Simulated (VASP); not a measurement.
# PbSe (Pm-3m) in VASP: further runs

The runs below take PbSe through single point, with LDA.

All numbers are computed with VASP 6.6.1; they aren't measurements. Logs are shortened: lines on timing, memory, paths and dates and some standing lists are left out, and cuts for length are marked.

## 1. The cell of the first run

Symmetry: Pm-3m, No. 221, cubic system. Conventional cell: a = 3.784 Å, b = 3.784 Å, c = 3.784 Å, α = 90.00°, β = 90.00°, γ = 90.00°. Within 4.3 Å of Pb (site symmetry m-3m) lie 8 Se at 3.28 Å and 6 Pb at 3.78 Å. Se (site symmetry m-3m) has 8 Pb at 3.28 Å and 6 Se at 3.78 Å within 4.3 Å.

## 2. Single point, LDA

INCAR reads:

```
SYSTEM = PbSe
  ALGO = Normal
  EDIFF = 1E-6
  ENCUT = 500
  GGA_COMPAT = .False.
  ISIF = 2
  ISMEAR = -1
  LASPH = .True.
  LCHARG = .False.
  LREAL = .False.
  LWAVE = .False.
  NBANDS = 17
  NELM = 120
  PREC = Accurate
  SIGMA = 0.1
```

KPOINTS reads:

```
k-points
0
Gamma
  6 6 6
  0 0 0
```

POSCAR reads:

```
PbSe
1.0
    3.7843220000      0.0000000000      0.0000000000
    0.0000000000      3.7843220000      0.0000000000
    0.0000000000      0.0000000000      3.7843220000
Pb Se
1 1
Direct
    0.0000000000      0.0000000000      0.0000000000
    0.5000000000      0.5000000000      0.5000000000
```

Potentials or basis: VASP PAW LDA potentials, release 64 (Pb_d, Se).

Run with:

```console
$ cat potpaw_LDA.64/Pb_d/POTCAR potpaw_LDA.64/Se/POTCAR > POTCAR
$ mpirun -np 1 vasp_std > vasp.out
```

OUTCAR:

```text
SYSTEM = PbSe
   EDIFF = 1E-6
   ENCUT = 500
   ISIF = 2
   ISMEAR = -1
   LASPH = .True.
   LREAL = .False.
   NELM = 120
   PREC = Accurate

 ion  position               nearest neighbor table
   1  0.000  0.000  0.000-   2 3.28   2 3.28   2 3.28   2 3.28   2 3.28   2 3.28   2 3.28   2 3.28

   2  0.500  0.500  0.500-   1 3.28   1 3.28   1 3.28   1 3.28   1 3.28   1 3.28   1 3.28   1 3.28

  LATTYP: Found a simple cubic cell.
 ALAT       =     3.7843220000

  Lattice vectors:

 A1 = (   3.7843220000,   0.0000000000,   0.0000000000)
 A2 = (   0.0000000000,   3.7843220000,   0.0000000000)
 A3 = (   0.0000000000,   0.0000000000,   3.7843220000)

Analysis of symmetry for initial positions (statically):
=====================================================================
 Subroutine PRICEL returns:
 Original cell was already a primitive cell.

 Routine SETGRP: Setting up the symmetry group for a
 simple cubic supercell.

 Subroutine GETGRP returns: Found 48 space group operations
 (whereof 48 operations were pure point group operations)
 out of a pool of 48 trial point group operations.

The static configuration has the point symmetry O_h .

Analysis of symmetry for dynamics (positions and initial velocities):
=====================================================================
 Subroutine PRICEL returns:
 Original cell was already a primitive cell.

 Routine SETGRP: Setting up the symmetry group for a
 simple cubic supercell.

 Subroutine GETGRP returns: Found 48 space group operations
 (whereof 48 operations were pure point group operations)
 out of a pool of 48 trial point group operations.

The dynamic configuration has the point symmetry O_h .

 Subroutine INISYM returns: Found 48 space group operations
 (whereof 48 operations are pure point group operations),
 and found     1 'primitive' translations

----------------------------------------------------------------------------------------

                                     Primitive cell

  volume of cell :      54.1956

  direct lattice vectors                    reciprocal lattice vectors
     3.784322000  0.000000000  0.000000000     0.264248127  0.000000000  0.000000000
     0.000000000  3.784322000  0.000000000     0.000000000  0.264248127  0.000000000
     0.000000000  0.000000000  3.784322000     0.000000000  0.000000000  0.264248127

  length of vectors
     3.784322000  3.784322000  3.784322000     0.264248127  0.264248127  0.264248127

[... 73 lines left out ...]
   ENCUT  =  500.0 eV  36.75 Ry    6.06 a.u.   6.90  6.90  6.90*2*pi/ulx,y,z
   NELM   =    120;   NELMIN=  2; NELMDL= -5     # of ELM steps
   EDIFF  = 0.1E-05   stopping-criterion for ELM
   LREAL  =      F    real-space projection
   EDIFFG = 0.1E-04   stopping-criterion for IOM
   NSW    =      0    number of steps for IOM
   IBRION =     -1    ionic relax: 0-MD 1-quasi-New 2-CG
   NFREE  =      0    steps in history (QN), initial steepest desc. (CG)
   ISIF   =      2    stress and relaxation
   ISYM   =      2    0-nonsym 1-usesym 2-fastsym
   POTIM  = 0.5000    time-step for ionic-motion
   TEBEG  =    0.0;   TEEND  =   0.0 temperature during run
   PSTRESS=    0.0 pullay stress
   NELECT =      20.0000    total number of electrons
   NUPDOWN=      -1.0000    fix difference up-down
   EMIN   =  10.00;   EMAX   =-10.00  energy-range for DOS
   EFERMI =   0.00;   METHOD = LEGACY
   ISMEAR =    -1;   SIGMA  =   0.10  broadening in eV -4-tet -1-fermi 0-gaus
   EFERMI_NEDOS =   21; number of points for ismear=-14 and -15
   IALGO  =     38    algorithm
   IMIX   =      4    mixing-type and parameters
     AMIX     =   0.40;   BMIX     =  1.00
     AMIX_MAG =   1.60;   BMIX_MAG =  1.00
  volume/ion in A,a.u.               =      27.10       182.87
  Fermi-wavevector in a.u.,A,eV,Ry     =   1.174258  2.219025 18.760817  1.378881
  Thomas-Fermi vector in A             =   2.310658
   LORBIT       =      0    0 simple, 1 ext, 2 COOP (PROOUT), +10 PAW based schemes
   GGA     = CA    functional components
   LHFCALC =     F    Hartree Fock is set to
   AEXX    =    0.0000 exact exchange contribution
   IVDW    =     0    specifies the selected vdW correction
   LEPSILON=     F    determine dielectric tensor
   LRPA    =     F    only Hartree local field effects (RPA)
 non-spin polarized calculation
  energy-cutoff  :      500.00
  volume of cell :       54.20
 maximum number of plane-waves:      1406
 NGX is ok and might be reduce to    28
   NGX = 13   NGY = 13   NGZ = 13

 number of electron      20.0000006 magnetization

 Free energy of the ion-electron system (eV)
  ---------------------------------------------------
  ext. energy  EPLUGINS =         0.00000000
  ---------------------------------------------------
  free energy    TOTEN  =        -8.98490256 eV

  energy without entropy =       -8.95218407  energy(sigma->0) =       -8.96854332

 E-fermi :   5.2219     XC(G=0): -10.2371

 val. band max:        5.1907657176   @ k =   0.5000   0.3333   0.3333
 cond. band min:       5.2971474584   @ k =   0.1667   0.1667   0.1667
 fundamental gap:      0.1063817408
 Fermi energy:         5.2218853632

 k-point     1 :       0.0000    0.0000    0.0000
  band No.  band energies     occupation
      1     -11.6555      2.00000
      2     -11.6555      2.00000
      3     -11.5066      2.00000
      4     -11.5066      2.00000
      5     -11.5066      2.00000
      6      -8.0462      2.00000
[... 377 lines left out ...]
      4     -11.4601      2.00000
      5     -11.4601      2.00000
      6      -6.1348      2.00000
[... 9 lines left out ...]
     16      18.8498      0.00000
     17      22.4441      0.00000

------------------------ aborting loop because EDIFF is reached ----------------------------------------

  FORCE on cell =-STRESS in cart. coord.  units (eV):
  Direction    XX          YY          ZZ          XY          YZ          ZX
  --------------------------------------------------------------------------------------
  -------------------------------------------------------------------------------------
  Total       -1.5791819     -1.5791819     -1.5791819      0.0000000      0.0000000     -0.0000000
  in kB      -46.6851224    -46.6851224    -46.6851224      0.0000000      0.0000000     -0.0000000
  external PRESSURE =     -46.6851224 kB  Pullay stress =       0.0000000 kB

 VOLUME and BASIS-vectors are now :
 -----------------------------------------------------------------------------
  energy-cutoff  :      500.00
  volume of cell :       54.20
      direct lattice vectors                 reciprocal lattice vectors
     3.784322000  0.000000000  0.000000000     0.264248127  0.000000000  0.000000000
     0.000000000  3.784322000  0.000000000     0.000000000  0.264248127  0.000000000
     0.000000000  0.000000000  3.784322000     0.000000000  0.000000000  0.264248127

 POSITION                                       TOTAL-FORCE (eV/Angst)
 -----------------------------------------------------------------------------------
      0.00000      0.00000      0.00000         0.000000      0.000000      0.000000
      1.89216      1.89216      1.89216         0.000000      0.000000      0.000000
 -----------------------------------------------------------------------------------
    total drift:                               -0.000000      0.000000     -0.000000

  FREE ENERGIE OF THE ION-ELECTRON SYSTEM (eV)
  ---------------------------------------------------
  free  energy   TOTEN  =        -8.9849025643 eV

  energy  without entropy=       -8.9521840666  energy(sigma->0) =       -8.96854332
```

It took 26 s on 1 thread of Intel Xeon 8259CL, shared host; peak memory 0.15 GiB.

What came out:

```yaml
Free_energy: -8.9849 eV
Pressure: -4.7 GPa
Band_gap_on_the_k_mesh: zero (band 10 reaches 5.30 eV, above the bottom of band 11 at 4.52 eV)
```

Levels at points of the mesh, in eV from the Fermi level:
```csv
k point,band 7,band 8,band 9,band 10,band 11,band 12,band 13,band 14
"(0.00, 0.00, 0.00)",-7.16,-1.54,-1.54,-1.54,5.07,5.07,5.93,5.93
"(0.50, 0.00, 0.00)",-9.03,-0.31,-0.31,-0.31,-0.03,3.29,3.29,6.45
"(0.50, 0.50, 0.00)",-7.54,-4.40,-4.40,-0.05,4.00,4.00,4.85,6.70
"(0.50, 0.50, 0.50)",-6.49,-2.37,-2.37,-2.37,-0.70,-0.70,-0.70,13.63
```

Caveat: spin-orbit coupling is left out, which moves the levels of the heavy elements.

## 3. Single point, LDA

INCAR reads:

```
SYSTEM = PbSe
PREC     = Accurate       ! precision mode
ENCUT    = 500            ! plane-wave cutoff, eV
EDIFF    = 1E-6           ! SCF threshold, eV
ISMEAR   = -1             ! smearing method
SIGMA    = 0.1            ! smearing width, eV
LREAL    = .False.        ! projectors in reciprocal space
LASPH    = .True.         ! aspherical terms in the spheres
NELM     = 120            ! most SCF steps
ALGO     = Normal         ! electronic algorithm
ISIF     = 2              ! what is computed and relaxed
LWAVE    = .False.        ! write WAVECAR
LCHARG   = .False.        ! write CHGCAR
GGA      = CA             ! functional
NBANDS   = 17             ! bands
GGA_COMPAT= .False.
```

KPOINTS reads:

```
regular mesh
0
Gamma
  6 6 6
  0 0 0
```

POSCAR is that of step 2.

Potentials or basis: VASP PAW LDA potentials, release 64 (Pb_d, Se).

Run with:

```console
$ cat potpaw_LDA.64/Pb_d/POTCAR potpaw_LDA.64/Se/POTCAR > POTCAR
$ mpirun -np 1 vasp_std > vasp.out
```

It took 25 s on 1 thread of Intel Xeon 8259CL, shared host; peak memory 0.15 GiB.

The run converged. Its results:

```
Free energy            : -8.9849 eV
Pressure               : -4.7 GPa
Band gap on the k mesh : zero (band 10 reaches 5.30 eV, above the bottom of band 11 at 4.52 eV)
```

Levels at points of the mesh, in eV from the Fermi level:
| k point | band 6 | band 7 | band 8 | band 9 | band 10 | band 11 | band 12 | band 13 | band 14 | band 15 |
| --- | --- | --- | --- | --- | --- | --- | --- | --- | --- | --- |
| (0.00, 0.00, 0.00) | -13.27 | -7.16 | -1.54 | -1.54 | -1.54 | 5.07 | 5.07 | 5.93 | 5.93 | 5.93 |
| (0.50, 0.00, 0.00) | -12.22 | -9.03 | -0.31 | -0.31 | -0.31 | -0.03 | 3.29 | 3.29 | 6.45 | 8.29 |
| (0.50, 0.50, 0.00) | -11.58 | -7.54 | -4.40 | -4.40 | -0.05 | 4.00 | 4.00 | 4.85 | 6.70 | 8.66 |
| (0.50, 0.50, 0.50) | -11.36 | -6.49 | -2.37 | -2.37 | -2.37 | -0.70 | -0.70 | -0.70 | 13.63 | 13.63 |

Caveat: spin-orbit coupling is left out, which moves the levels of the heavy elements.
